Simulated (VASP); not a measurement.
# MgO in VASP: a series of runs, part 2 of 2

VASP 6.6.1.

**3. Single point, PBE**

This run uses another cell than the first one: it holds 32 atoms, not 2.

Input file INCAR:

```
SYSTEM = MgO
PREC = Accurate
ENCUT = 520
EDIFF = 1E-6
ISMEAR = 0
SIGMA = 0.02
LREAL = Auto
LASPH = .TRUE.
NELM = 60
ALGO = Normal
ISIF = 2
LWAVE = .FALSE.
LCHARG = .FALSE.
GGA = PE
NBANDS = 86
```

Input file KPOINTS:

```
Automatic mesh
0
Gamma
  2 2 2
  0.5 0.5 0.5
```

Input file POSCAR:

```
MgO
1.0
   -4.2535896561     -4.2535896561     -4.2535896561
   -4.2535896561      4.2535896561      4.2535896561
    4.2535896561      4.2535896561     -4.2535896561
Mg O
16 16
Direct
    0.0001883388      0.7497957030      0.2513255996
    0.7501089099      0.7499102116      0.5013687743
    0.5001611681      0.7498378748      0.7513733604
    0.0005513916      0.2499959705      0.7513619350
    1.0004098420     -0.0001485979      0.0013339593
    0.7504510125     -0.0000900953      0.2513887718
    0.5003738748     -0.0000434675      0.5011889827
    0.2501621294     -0.0002517342      0.7511485193
    0.2503468064      0.7499138532      0.0013425143
    0.0000745488      0.4997570212      0.5011881278
    0.7503615747      0.4999335255      0.7513785354
    0.7502428029      0.2495661230      0.0009118546
    0.5003175186      0.2498893005      0.2511240998
    0.2505145859      0.2499744692      0.5012979012
    0.5003665060      0.4998620181      0.0014071904
    0.2501003539      0.4999528498      0.2514241376
    0.2503599541     -0.0001935669      0.2512163835
    0.0002838162     -0.0003070044      0.5012035219
    0.7503007705     -0.0001100046      0.7512855075
    0.2502338889      0.4996740207      0.7511635141
    0.2502076304      0.2496962736      0.0012374663
    0.0002841926      0.2497141249      0.2512308414
    0.7502570330      0.2497194887      0.5011268438
    0.5002649831      0.2497640454      0.7511974536
    0.5001661271     -0.0004215122      0.0010080260
    0.2502548527      0.7496425938      0.5010339337
    0.0002468313      0.7497184565      0.7511210012
    0.0003141918      0.4997858011      0.0011629866
    0.7502411019      0.4996409079      0.2511223065
    0.5003071877      0.4998452951      0.5012514206
    0.7503336356      0.7497334043      0.0012070897
    0.5003774319      0.7497827816      0.2511879415
```

Potentials or basis: VASP PAW PBE potentials, release 64 (Mg, O).

Launch:

```sh
cat potpaw_PBE.64/Mg/POTCAR potpaw_PBE.64/O/POTCAR > POTCAR
mpirun -np 1 vasp_std > vasp.out
```

OUTCAR:

```text
SYSTEM = MgO
   PREC = Accurate
   ENCUT = 520
   EDIFF = 1E-6
   ISMEAR = 0
   LREAL = Auto
   LASPH = .TRUE.
   NELM = 60
   ISIF = 2
   GGA = PE

 ion  position               nearest neighbor table
   1  0.000  0.750  0.251-  18 2.13  29 2.13  31 2.13  26 2.13  17 2.13  28 2.13  16 3.01  15 3.01
                             8 3.01   6 3.01  10 3.01  11 3.01   5 3.01   2 3.01   9 3.01  14 3.01
   2  0.750  0.750  0.501-  19 2.13  30 2.13  32 2.13  27 2.13  18 2.13  29 2.13   7 3.01   3 3.01
                            15 3.01   5 3.01   6 3.01  11 3.01  16 3.01  13 3.01   8 3.01   4 3.01
   3  0.500  0.750  0.751-  25 2.12  20 2.13  26 2.13  31 2.13  30 2.13  19 2.13  12 3.01   9 3.01
                            14 3.01   8 3.01  16 3.01   2 3.01  15 3.01   6 3.01  10 3.01  11 3.01
   4  0.001  0.250  0.751-  20 2.12  28 2.13  21 2.13  18 2.13  23 2.13  19 2.13  15 3.01   8 3.01
[... 599 lines left out ...]
 VOLUME and BASIS-vectors are now :
 -----------------------------------------------------------------------------
  energy-cutoff  :      520.00
  volume of cell :      307.84
      direct lattice vectors                 reciprocal lattice vectors
    -4.253589656 -4.253589656 -4.253589656    -0.117547775  0.000000000 -0.117547775
    -4.253589656  4.253589656  4.253589656    -0.117547775  0.117547775  0.000000000
     4.253589656  4.253589656 -4.253589656     0.000000000  0.117547775 -0.117547775

 POSITION                                       TOTAL-FORCE (eV/Angst)
 -----------------------------------------------------------------------------------
     -2.12109      4.25756      2.11949        -0.005463     -0.006861     -0.000451
     -4.24785      2.13177     -2.13346        -0.004493     -0.011315     -0.004869
     -2.12095      4.25806     -2.13401        -0.005304     -0.010437     -0.001442
      2.13026      4.25702     -2.13495         0.008402     -0.003576      0.004274
     -4.24903      4.25689      4.24554         0.002846     -0.000446      0.003872
     -6.37601      2.13040     -0.00821         0.001670     -0.006141      0.005008
[... 24 lines left out ...]
     -6.37554      0.00258     -0.00769         0.000290      0.006396      0.001247
     -4.24922      2.12932     -0.00758         0.003782      0.007403      0.002736
 -----------------------------------------------------------------------------------
    total drift:                               -0.042908     -0.029578      0.070843

  FREE ENERGIE OF THE ION-ELECTRON SYSTEM (eV)
  ---------------------------------------------------
  free  energy   TOTEN  =      -190.6011761419 eV

  energy  without entropy=     -190.6011761419  energy(sigma->0) =     -190.60117614
```

OSZICAR:

```text
N       E                     dE             d eps       ncg     rms          rms(c)
DAV:   1     0.685197848294E+03    0.68520E+03   -0.63380E+04   712   0.136E+03
DAV:   2    -0.163570123620E+03   -0.84877E+03   -0.82882E+03   878   0.290E+02
DAV:   3    -0.215026544348E+03   -0.51456E+02   -0.51201E+02   832   0.750E+01
DAV:   4    -0.215498568685E+03   -0.47202E+00   -0.47123E+00   824   0.784E+00
DAV:   5    -0.215503957468E+03   -0.53888E-02   -0.53872E-02   802   0.793E-01    0.288E+01
DAV:   6    -0.190711068848E+03    0.24793E+02   -0.11363E+02   804   0.334E+01    0.903E+00
DAV:   7    -0.190693243717E+03    0.17825E-01   -0.28326E+00   756   0.525E+00    0.558E+00
DAV:   8    -0.190622825776E+03    0.70418E-01   -0.59916E-01   736   0.411E+00    0.115E+00
DAV:   9    -0.190599232265E+03    0.23594E-01   -0.83621E-02   826   0.101E+00    0.307E-01
DAV:  10    -0.190601337041E+03   -0.21048E-02   -0.11420E-02   800   0.370E-01    0.118E-01
DAV:  11    -0.190601369613E+03   -0.32572E-04   -0.15832E-04   856   0.602E-02    0.113E-01
DAV:  12    -0.190601202903E+03    0.16671E-03   -0.74875E-04   848   0.127E-01    0.479E-02
DAV:  13    -0.190601179468E+03    0.23435E-04   -0.10802E-04   792   0.470E-02    0.214E-02
DAV:  14    -0.190601175726E+03    0.37421E-05   -0.53894E-05   840   0.268E-02    0.381E-03
DAV:  15    -0.190601176142E+03   -0.41630E-06   -0.46226E-06   760   0.905E-03
   1 F= -.19060118E+03 E0= -.19060118E+03  d E =-.614771E-27
```

stdout:

```text
POSCAR found type information on POSCAR MgO
 POSCAR found :  2 types and      32 ions
 scaLAPACK will be used
 LDA part: xc-table for (Slater+PW92), standard interpolation
 POSCAR, INCAR and KPOINTS ok, starting setup
 FFT: planning ... GRIDC
 FFT: planning ... GRID_SOFT
 FFT: planning ... GRID
 WAVECAR not read
 entering main loop
```

Wall time 5.4 min (1 thread of Intel Xeon Platinum 8259CL at 2.50GHz (Skylake/Cascade Lake), shared host); peak memory 0.43 GiB.

Results:

| Quantity | Value |
| --- | --- |
| Free energy | -190.6012 eV |
| Pressure | -0.8 GPa |
| Largest force | 0.020 eV/Å |
| Band gap on the k mesh | 5.88 eV |

Forces on the atoms (eV/Å):
```
Mg  -0.005 -0.007  0.000
Mg  -0.004 -0.011 -0.005
Mg  -0.005 -0.010 -0.001
Mg   0.008 -0.004  0.004
Mg   0.003  0.000  0.004
Mg   0.002 -0.006  0.005
Mg   0.007 -0.002 -0.002
Mg  -0.003 -0.003 -0.003
Mg   0.002 -0.007  0.000
Mg  -0.004 -0.006 -0.005
Mg   0.001 -0.007  0.003
Mg   0.003  0.015 -0.004
Mg   0.005  0.000 -0.004
Mg   0.010 -0.001  0.002
Mg   0.001 -0.006  0.004
Mg  -0.007 -0.019 -0.005
O    0.001  0.002  0.002
O   -0.003  0.005  0.001
O    0.001 -0.006  0.000
O   -0.004  0.006 -0.001
O   -0.007  0.003  0.000
O   -0.001  0.003  0.003
O   -0.001  0.006 -0.001
O   -0.001  0.000  0.000
O   -0.004  0.010 -0.003
O    0.001  0.014  0.001
O    0.001  0.007 -0.001
O    0.001  0.005  0.000
O   -0.001  0.006  0.002
O    0.000  0.002  0.000
O    0.000  0.006  0.001
O    0.004  0.007  0.003
```

Caveat: a shifted mesh leaves out Γ, where band edges can lie. A k mesh can miss the band edges.
